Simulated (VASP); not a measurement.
# Mg2Si (Fm-3m) in VASP: elastic constants with PBEsol

Aim: the elastic constants of Mg2Si with PBEsol.

Program: VASP 6.6.1. These are calculated values, not measurements. Logs are shortened: lines on timing, memory, paths and dates and some standing lists are left out, and cuts for length are marked.

## 1. The cell of the first run

The structure is cubic, space group Fm-3m (No. 225). Conventional cell: a = 6.194 Å, b = 6.194 Å, c = 6.194 Å, α = 90.00°, β = 90.00°, γ = 90.00°. Within 3.5 Å of Mg (site symmetry -43m) lie 4 Si at 2.68 Å and 6 Mg at 3.10 Å. Within 3.5 Å of Si (site symmetry m-3m) lie 8 Mg at 2.68 Å.

## 2. Elastic constants, PBEsol

INCAR reads:

```
PREC = Accurate ; ENCUT = 600
EDIFF = 1E-8 ; ISMEAR = -1
SIGMA = 0.1 ; LREAL = False
LASPH = True ; NELM = 120
ALGO = Normal ; ISIF = 3
LWAVE = False ; LCHARG = False
GGA = PS ; NBANDS = 11
IBRION = 6 ; NFREE = 2
POTIM = 0.015 ; NSW = 1
GGA_COMPAT = False
```

KPOINTS reads:

```
Automatic mesh
0
Gamma
  12 12 12
```

POSCAR reads:

```
Mg2Si
1.0
    0.0000000000      3.0970818914      3.0970818914
    3.0970818914      0.0000000000      3.0970818914
    3.0970818914      3.0970818914      0.0000000000
Mg Si
2 1
Direct
    0.2500000000      0.2500000000      0.2500000000
    0.7500000000      0.7500000000      0.7500000000
    0.0000000000      0.0000000000      0.0000000000
```

Potentials or basis: VASP PAW PBE potentials, release 64 (Mg, Si).

On the command line:

```
cat potpaw_PBE.64/Mg/POTCAR potpaw_PBE.64/Si/POTCAR > POTCAR
mpirun -np 1 vasp_std > vasp.out
```

OUTCAR:

```text
PREC = Accurate
   ENCUT = 600
   EDIFF = 1E-8
   ISMEAR = -1
   LREAL = False
   LASPH = True
   NELM = 120
   ISIF = 3
   GGA = PS
   IBRION = 6
   NFREE = 2
   POTIM = 0.015
   NSW = 1

 ion  position               nearest neighbor table
   1  0.250  0.250  0.250-   3 2.68   3 2.68   3 2.68   3 2.68   2 3.10   2 3.10   2 3.10   2 3.10
                             2 3.10   2 3.10
   2  0.750  0.750  0.750-   3 2.68   3 2.68   3 2.68   3 2.68   1 3.10   1 3.10   1 3.10   1 3.10
                             1 3.10   1 3.10
   3  0.000  0.000  0.000-   2 2.68   2 2.68   2 2.68   1 2.68   1 2.68   1 2.68   2 2.68   1 2.68

  LATTYP: Found a face centered cubic cell.
 ALAT       =     6.1941637828

  Lattice vectors:

 A1 = (   0.0000000000,   3.0970818914,   3.0970818914)
 A2 = (   3.0970818914,   0.0000000000,   3.0970818914)
 A3 = (   3.0970818914,   3.0970818914,   0.0000000000)

Analysis of symmetry for initial positions (statically):
=====================================================================
 Subroutine PRICEL returns:
 Original cell was already a primitive cell.

 Routine SETGRP: Setting up the symmetry group for a
 face centered cubic supercell.

 Subroutine GETGRP returns: Found 48 space group operations
 (whereof 48 operations were pure point group operations)
 out of a pool of 48 trial point group operations.

The static configuration has the point symmetry O_h .

Analysis of symmetry for dynamics (positions and initial velocities):
=====================================================================
 Subroutine PRICEL returns:
 Original cell was already a primitive cell.

 Routine SETGRP: Setting up the symmetry group for a
 face centered cubic supercell.

 Subroutine GETGRP returns: Found 48 space group operations
 (whereof 48 operations were pure point group operations)
 out of a pool of 48 trial point group operations.

The dynamic configuration has the point symmetry O_h .

 Subroutine INISYM returns: Found 48 space group operations
 (whereof 48 operations are pure point group operations),
 and found     1 'primitive' translations

----------------------------------------------------------------------------------------

                                     Primitive cell

  volume of cell :      59.4139

  direct lattice vectors                    reciprocal lattice vectors
     0.000000000  3.097081891  3.097081891    -0.161442292  0.161442292  0.161442292
     3.097081891  0.000000000  3.097081891     0.161442292 -0.161442292  0.161442292
     3.097081891  3.097081891  0.000000000     0.161442292  0.161442292 -0.161442292

  length of vectors
     4.379935215  4.379935215  4.379935215     0.279626253  0.279626253  0.279626253

  position of ions in fractional coordinates (direct lattice)
     0.250000000  0.250000000  0.250000000
     0.750000000  0.750000000  0.750000000
     0.000000000  0.000000000  0.000000000

  ion indices of the primitive-cell ions
   primitive index   ion index
                 1           1
                 2           2
                 3           3

----------------------------------------------------------------------------------------

 KPOINTS: Automatic mesh

Automatic generation of k-mesh.
 Grid dimensions read from file:
 generate k-points for:   12   12   12

[... 117 lines left out ...]
  --------------------------------------------------------------------------------------
  -------------------------------------------------------------------------------------
  Total        1.4824583      1.4824583      1.4824583      0.0000000      0.0000000      0.0000000
  in kB       39.9765230     39.9765230     39.9765230      0.0000000      0.0000000      0.0000000
  external PRESSURE =      39.9765230 kB  Pullay stress =       0.0000000 kB
[... 92 lines left out ...]
  FREE ENERGIE OF THE ION-ELECTRON SYSTEM (eV)
  ---------------------------------------------------
  free  energy   TOTEN  =        -9.6015646852 eV

  energy  without entropy=       -9.5950570812  energy(sigma->0) =       -9.59831088

[... ionic steps 4 to 14 ...]

--------------------------------------- Ionic step       15  -------------------------------------------

 number of electron       8.0000000 magnetization

------------------------ aborting loop because EDIFF is reached ----------------------------------------
[... 69 lines left out ...]
--------------------------------------- Ionic step       17  -------------------------------------------

 number of electron       8.0000000 magnetization

 Free energy of the ion-electron system (eV)
  ---------------------------------------------------
  ext. energy  EPLUGINS =         0.00000000
  ---------------------------------------------------
  free energy    TOTEN  =        -9.62895709 eV

  energy without entropy =       -9.62267460  energy(sigma->0) =       -9.62581585

 E-fermi :   4.1250     XC(G=0):  -9.1350

 val. band max:        4.0585865422   @ k =   0.0000   0.5000   0.5000
 cond. band min:       4.2465956999   @ k =   0.4167   0.4167   0.0000
 fundamental gap:      0.1880091577
 Fermi energy:         4.1250346444

 k-point     1 :       0.0000    0.0000    0.0000
  band No.  band energies     occupation
      1      -5.4312      2.00000
      2       4.0223      1.47283
      3       4.0223      1.47283
      4       4.0227      1.47112
      5       6.2864      0.00000
      6       6.6750      0.00000
      7       6.6752      0.00000
      8       6.6752      0.00000
      9       9.7245      0.00000
     10       9.7249      0.00000
     11      11.2598      0.00000
[... 309 lines left out ...]
 k-point    24 :      -0.4167    0.1667    0.0000
  band No.  band energies     occupation
      1      -3.7055      2.00000
      2      -0.7164      2.00000
      3       1.8423      2.00000
      4       2.9750      1.99998
      5       5.6726      0.00000
      6       7.2967      0.00000
      7       7.4342      0.00000
      8       9.7970      0.00000
      9      10.6831      0.00000
     10      11.1144      0.00000
     11      12.0815      0.00000

 [... further k-points ...]

------------------------ aborting loop because EDIFF is reached ----------------------------------------

  FORCE on cell =-STRESS in cart. coord.  units (eV):
  Direction    XX          YY          ZZ          XY          YZ          ZX
  --------------------------------------------------------------------------------------
  -------------------------------------------------------------------------------------
  Total        1.4829012      1.4848903      1.4848903      0.0000000     -0.0000000      0.0000000
  in kB       39.9884642     40.0421046     40.0421046      0.0000000     -0.0000000      0.0000000
  external PRESSURE =      40.0242245 kB  Pullay stress =       0.0000000 kB
[... 18 lines left out ...]
  FREE ENERGIE OF THE ION-ELECTRON SYSTEM (eV)
  ---------------------------------------------------
  free  energy   TOTEN  =        -9.6289570917 eV

  energy  without entropy=       -9.6226745997  energy(sigma->0) =       -9.62581585

 INTERNAL STRAIN TENSORS FROM STRAINED CELLS
 ============================================

 INTERNAL STRAIN TENSOR FOR ION    1 for displacements in x,y,z  (eV/Angst):
          X           Y           Z          XY          YZ          ZX
  --------------------------------------------------------------------------------
  x     0.00000     0.00000     0.00000    -0.00000    -3.09434    -0.00000
  y     0.00000    -0.00000     0.00000    -0.00000     0.00000    -3.09452
  z    -0.00000    -0.00000     0.00000    -3.09457    -0.00000    -0.00000

 INTERNAL STRAIN TENSORS FROM DISPLACED ATOMS
 ============================================

 INTERNAL STRAIN TENSOR FOR ION    1 for displacements in x,y,z  (eV/Angst):
          X           Y           Z          XY          YZ          ZX
  --------------------------------------------------------------------------------
  x     0.00000     0.00000     0.00000     0.00000    -3.08128     0.00000
  y    -0.00000     0.00000    -0.00000     0.00000     0.00000    -3.08128
  z     0.00000     0.00000     0.00000    -3.08128     0.00000     0.00000

 INTERNAL STRAIN TENSOR FOR ION    3 for displacements in x,y,z  (eV/Angst):
          X           Y           Z          XY          YZ          ZX
  --------------------------------------------------------------------------------
  x     0.00000     0.00000     0.00000     0.00000     0.00000     0.00000
  y     0.00000     0.00000     0.00000     0.00000     0.00000     0.00000
  z     0.00000     0.00000     0.00000     0.00000     0.00000     0.00000

 Eigenvectors and eigenvalues of the dynamical matrix
 ----------------------------------------------------

   1 f  =    9.431391 THz    59.259178 2PiTHz  314.597342 cm-1    39.005082 meV
             X         Y         Z           dx          dy          dz
      1.548541  1.548541  1.548541     0.000000   -0.427893    0.000000
      4.645623  4.645623  4.645623    -0.000000   -0.427893   -0.000000
      0.000000  0.000000  0.000000     0.000000    0.796125    0.000000
[... 43 lines left out ...]
   9 f/i=    0.000058 THz     0.000364 2PiTHz    0.001934 cm-1     0.000240 meV
             X         Y         Z           dx          dy          dz
      1.548541  1.548541  1.548541     0.000000    0.000000    0.562945
      4.645623  4.645623  4.645623     0.000000    0.000000    0.562945
      0.000000  0.000000  0.000000     0.000000    0.000000    0.605132

--------------------------------------------------------------------------------------------------------

 ELASTIC MODULI CONTR FROM IONIC RELAXATION (kBar)
 Direction    XX          YY          ZZ          XY          YZ          ZX
 --------------------------------------------------------------------------------
 XX          -0.0000     -0.0000     -0.0000     -0.0000      0.0000     -0.0000
 YY          -0.0000     -0.0000     -0.0000     -0.0000      0.0000     -0.0000
 ZZ          -0.0000     -0.0000     -0.0000     -0.0000      0.0000     -0.0000
 XY          -0.0000     -0.0000     -0.0000    -72.5857      0.0000     -0.0000
 YZ           0.0000      0.0000      0.0000      0.0000    -72.5857      0.0000
 ZX          -0.0000     -0.0000     -0.0000     -0.0000      0.0000    -72.5857
 --------------------------------------------------------------------------------

 TOTAL ELASTIC MODULI (kBar)
 Direction    XX          YY          ZZ          XY          YZ          ZX
 --------------------------------------------------------------------------------
 XX        1346.8867    348.0664    348.0664     -0.0000      0.0000     -0.0000
 YY         348.0664   1346.8867    348.0664      0.0000     -0.0000     -0.0000
 ZZ         348.0664    348.0664   1346.8867     -0.0000      0.0000     -0.0000
 XY          -0.0000      0.0000     -0.0000    505.0025      0.0000     -0.0000
 YZ           0.0000     -0.0000      0.0000      0.0000    505.0025      0.0000
 ZX          -0.0000     -0.0000     -0.0000     -0.0000      0.0000    505.0025
 --------------------------------------------------------------------------------
```

Run time: 15 min. Hardware: 1 thread of Intel Xeon 6975P-C (Granite Rapids), shared host; peak memory 0.73 GiB.

Results:

| Item | Value |
| --- | --- |
| Elastic constants C11, C12, C44 | 135, 35, 51 GPa |
| Voigt bulk modulus | 68 GPa |
| Highest phonon frequency at Γ | 315 cm⁻¹ |

Phonon frequencies in cm⁻¹ (negative: imaginary):
```
              q point                    frequencies
(0.000, 0.000, 0.000)  0 0 0 281 281 281 315 315 315
```

Elastic tensor in Voigt notation (GPa, in the Cartesian axes of the cell as first typed):
```
135  35  35   0   0   0
 35 135  35   0   0   0
 35  35 135   0   0   0
  0   0   0  51   0   0
  0   0   0   0  51   0
  0   0   0   0   0  51
```

Clamped-ion elastic tensor (GPa):
```
135  35  35   0   0   0
 35 135  35   0   0   0
 35  35 135   0   0   0
  0   0   0  58   0   0
  0   0   0   0  58   0
  0   0   0   0   0  58
```

Caveat: the cell is under stress, which shifts elastic constants; the PAW data sets were made with another functional, which shifts forces and pressure a little.
